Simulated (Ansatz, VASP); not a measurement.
**One calculation of Ir, two programs**

```
CELL_PARAMETERS angstrom
2.70917 0.00000 0.00000
-1.35458 2.34621 0.00000
0.00000 0.00000 27.06010
ATOMIC_POSITIONS crystal
Ir 0.16667 0.33333 0.29753
Ir 0.50000 0.00000 0.37759
Ir 0.83333 0.66667 0.45900
Ir 0.16667 0.33333 0.54100
Ir 0.50000 0.00000 0.62241
Ir 0.83333 0.66667 0.70247
```

Alike in both runs: functional PBEsol; k mesh 14 × 14 × 1; occupations fermi-dirac, width 0.08 eV; no spin polarisation.

Ansatz relaxed the structure, and its values are those at the end. VASP's run is a single point on that final structure, the one shown.

|  | VASP | Ansatz |
| --- | --- | --- |
| version | VASP 6.6.1 | Ansatz 0.2.0 |
| potentials or method | VASP PAW PBE potentials, release 64 (Ir), cutoff 520 eV | all-electron LAPW, scalar-relativistic |

```csv
,VASP,Ansatz,Ansatz less VASP
rms of the force components (eV/Å),0.018,0.002,-0.0159
```

VASP's potentials were made for PBE, not for PBEsol. Ansatz ran all-electron here, and VASP with PAW potentials.

Neither program's run includes spin-orbit coupling.
